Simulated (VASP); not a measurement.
## K: single point with PBEsol

The system is K.

```
CELL_PARAMETERS angstrom
4.36716 0.00000 0.00000
0.00000 4.36716 0.00000
0.00000 0.00000 4.36716
ATOMIC_POSITIONS crystal
K 0.00000 0.00000 0.00000
```

```json
{"Program": "VASP 6.6.1", "Task": "single point", "Functional": "PBEsol", "Potentials or basis": "VASP PAW PBE potentials, release 64 (K_sv)", "Cutoff": "520 eV", "k mesh": "6 × 6 × 6", "Occupations": "fermi-dirac, width 0.05 eV", "Spin": "no spin polarisation", "Dipole correction": "no", "Further INCAR settings": "ALGO = Normal; EDIFF = 1e-06; NBANDS = 10"}
```

```yaml
Pressure: -0.2 GPa
```

Levels at points of the mesh, in eV from the Fermi level:
| k point | band 2 | band 3 | band 4 | band 5 | band 6 | band 7 |
| --- | --- | --- | --- | --- | --- | --- |
| (0.00, 0.00, 0.00) | -15.79 | -15.79 | -15.79 | -2.06 | 2.82 | 2.82 |
| (0.50, 0.00, 0.00) | -15.87 | -15.78 | -15.78 | -0.12 | 0.12 | 3.41 |
| (0.50, 0.50, 0.00) | -15.86 | -15.86 | -15.78 | 1.12 | 1.94 | 2.01 |
| (0.50, 0.50, 0.50) | -15.85 | -15.85 | -15.85 | 2.24 | 2.24 | 2.24 |

Run time: 7.7 s on 1 thread of Intel Xeon 6975P-C (shared host), peak memory 0.17 GiB.

Caveat: the PAW data sets were made with another functional, which shifts forces and pressure a little.
